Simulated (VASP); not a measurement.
Here is a VASP 6.6.1 calculation.

Contents of POSCAR:

```
S
1.0
    5.4556965448      3.1498478687      1.4798929970
   -5.4556965448      3.1498478687      1.4798929970
    0.0000000000     -6.2996957375      1.4798929970
S
6
Direct
    0.5887063044      0.3581783185      0.2538955609
    0.2538955609      0.5887063044      0.3581783185
    0.3581783185      0.2538955609      0.5887063044
    0.4112936956      0.6418216815      0.7461044391
    0.7461044391      0.4112936956      0.6418216815
    0.6418216815      0.7461044391      0.4112936956
```

The input INCAR.step1:

```
ALGO = Normal
EDIFF = 1E-4
ENCUT = 520
GGA = PE
ISMEAR = -1
LASPH = T
LCHARG = F
LREAL = F
LWAVE = T
NBANDS = 27
NELM = 80
PREC = Accurate
SIGMA = 0.05
```

The input INCAR.step2:

```
ALGO = Normal
EDIFF = 1E-6
ENCUT = 520
ISIF = 2
ISMEAR = -1
ISTART = 1
LASPH = T
LCHARG = F
LMIXTAU = T
LREAL = F
LWAVE = F
METAGGA = R2SCAN
NBANDS = 27
NELM = 80
PREC = Accurate
SIGMA = 0.05
```

File KPOINTS:

```
k-points
0
Gamma
  5 5 5
```

Potentials or basis: VASP PAW PBE potentials, release 64 (S).

The run is started by

```sh
$ cat potpaw_PBE.64/S/POTCAR > POTCAR
$ cp INCAR.step1 INCAR
$ mpirun -np 1 vasp_std > vasp.out
$ cp INCAR.step2 INCAR
$ mpirun -np 1 vasp_std > vasp.out
```

Q: Estimate the band gap on the k mesh.

A: 2.48 eV (least direct gap 2.53 eV).

Q: Predict the largest force.

A: 0.131 eV/Å.

Q: What does it give for the pressure?

A: -0.5 GPa.

Stress tensor (GPa, compression positive):
```
-0.61  0.00  0.00
 0.00 -0.61  0.00
 0.00  0.00 -0.29
```

Caveat: the PAW data sets were made with another functional, which shifts forces and pressure a little. r2SCAN opens gaps a little over a GGA but as a rule still falls short of measured ones.
